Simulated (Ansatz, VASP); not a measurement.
Two plane-wave programs on TaAs3

INCAR

```
PREC = Accurate
ENCUT = 520
EDIFF = 1E-7
ISMEAR = 0
SIGMA = 0.1
LREAL = F
LASPH = T
NELM = 80
ALGO = Normal
ISIF = 2
LWAVE = F
LCHARG = F
GGA = PE
NBANDS = 36
```

Contents of KPOINTS:

```
regular mesh
0
Gamma
  4 4 4
```

Contents of POSCAR:

```
TaAs3
1.0
    4.8585371554      0.0000000000      0.0000000000
    0.0000000000      6.0435186658      0.0000000000
    0.0000000000      0.0000000000      5.1127038283
Ta As
2 6
Direct
    0.0000000000      0.0000000000      0.6700000000
    0.5000000000      0.5000000000      0.3300000000
    0.0000000000      0.2500000000      0.1670000000
    0.0000000000      0.7500000000      0.1670000000
    0.5000000000      0.7500000000      0.8330000000
    0.5000000000      0.2500000000      0.8330000000
    0.5000000000      0.0000000000      0.3300000000
    0.0000000000      0.5000000000      0.6700000000
```

Input for Ansatz:

```yaml
crystal:
  lattice:
    - [4.8585371554, 0.0, 0.0]
    - [0.0, 6.0435186658, 0.0]
    - [0.0, 0.0, 5.1127038283]
  atoms:
    - { symbol: Ta, position: [0.0, 0.0, 0.67] }
    - { symbol: Ta, position: [0.5, 0.5, 0.33] }
    - { symbol: As, position: [0.0, 0.25, 0.167] }
    - { symbol: As, position: [0.0, 0.75, 0.167] }
    - { symbol: As, position: [0.5, 0.75, 0.833] }
    - { symbol: As, position: [0.5, 0.25, 0.833] }
    - { symbol: As, position: [0.5, 0.0, 0.33] }
    - { symbol: As, position: [0.0, 0.5, 0.67] }
basis:
  ecutwfc: 420
kpoints:
  mp_grid: { grid: [4, 4, 4] }
hamiltonian:
  xc: pbe
scf:
  occupations: { method: gaussian, width: 0.1 }
  lower_state_search: "off"
output:
  forces: true
  stress: true
  eigenvalues: true
```

Alike in both runs: task single point; functional PBE; k mesh 4 × 4 × 4; occupations gaussian, width 0.1 eV; no spin polarisation.

|  | VASP | Ansatz |
| --- | --- | --- |
| version | VASP 6.6.1 | Ansatz 0.2.0 |
| potentials or method | VASP PAW PBE potentials, release 64 (Ta_pv, As), cutoff 520 eV | scalar-relativistic, plane waves, PAW |
| valence electrons in the cell | 52 | 116 |

Ansatz gave:

```
gap on the k mesh at the Fermi level (eV)                     : none
pressure (GPa)                                                : -6.2
traceless stress, the component that is largest in VASP (GPa) : 2.69
rms of the force components (eV/Å)                            : 0.500
```

Task: Which values does VASP return?

Result: gap on the k mesh at the Fermi level (eV): none; pressure (GPa): -6.0; traceless stress, the component that is largest in VASP (GPa): 2.67; rms of the force components (eV/Å): 0.499.

Atom by atom the forces differ by 0.001 eV/Å (rms over components). A gap of «none» marks a metal or a gap that the smearing closes. With one functional, cell and mesh, what is left measures potentials, basis and numerics. VASP's potentials hold 52 valence electrons a cell and Ansatz's 116, so a difference there can come from the potentials and not from the codes.

Spin-orbit coupling is off throughout.
